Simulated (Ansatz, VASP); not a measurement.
**ReSbC3 in VASP and in Ansatz**

```
Re Sb C
1.0
     4.08039    0.00000    0.00000
     0.00000    4.08039    0.00000
     0.00000    0.00000    4.08039
Re Sb C
1 1 3
Cartesian
  2.0402 2.0402 2.0402
  0.0000 0.0000 0.0000
  0.0000 2.0402 2.0402
  2.0402 0.0000 2.0402
  2.0402 2.0402 0.0000
```

Change from the starting cell: species swapped into the ErBRh3 type (Pm-3m, No. 221).

Alike in both runs: functional PBE; k mesh 4 × 4 × 4; occupations gaussian, width 0.1 eV; no spin polarisation.

Ansatz relaxed the structure, and its values are those at the end. VASP's run is a single point on that final structure, the one shown.

|  | VASP | Ansatz |
| --- | --- | --- |
| version | VASP 6.6.1 | Ansatz 0.2.0 |
| potentials or method | VASP PAW PBE potentials, release 64 (Re, Sb, C), cutoff 520 eV | scalar-relativistic, plane waves, PAW |
| valence electrons in the cell | 24 | 42 |

Ansatz gave:

| Item | Value |
| --- | --- |
| gap on the k mesh at the Fermi level (eV) | none |
| pressure (GPa) | -0.2 |

**Question.** Estimate VASP's values.

**Answer.** gap on the k mesh at the Fermi level (eV): none; pressure (GPa): 1.0.

A gap of «none» marks a metal or a gap that the smearing closes. The functional is the same, so the differences come from potentials, cutoffs and numerics. VASP's potentials hold 24 valence electrons a cell and Ansatz's 42, so a difference there can come from the potentials and not from the codes.

The k mesh is coarse, so the values compare programs but aren't converged. Spin-orbit coupling is off throughout.
